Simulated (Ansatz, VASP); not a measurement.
P in VASP and in Ansatz

```
CELL_PARAMETERS angstrom
-1.51186 1.51186 1.51186
1.51186 -1.51186 1.51186
1.51186 1.51186 -1.51186
ATOMIC_POSITIONS crystal
P 0.00000 0.00000 0.00000
```

Alike in both runs: task single point; functional r2SCAN; dispersion D3(BJ); k mesh 20 × 20 × 20; occupations gaussian, width 0.05 eV; no spin polarisation.

|  | VASP | Ansatz |
| --- | --- | --- |
| version | VASP 6.6.1 | Ansatz 0.2.0 |
| potentials or method | VASP PAW PBE potentials, release 64 (P), cutoff 520 eV | scalar-relativistic, plane waves, PAW |
| valence electrons in the cell | 5 | 5 |

VASP gave:

| Property | Result |
| --- | --- |
| gap on the k mesh at the Fermi level (eV) | none |
| pressure (GPa) | 0.9 |

Question: Which values does Ansatz return?

Answer: gap on the k mesh at the Fermi level (eV): none; pressure (GPa): 1.1.

VASP's potentials were made for PBE, not for r2SCAN. A gap of «none» marks a metal or a gap that the smearing closes. Ansatz's warnings: dispersion damping borrowed.
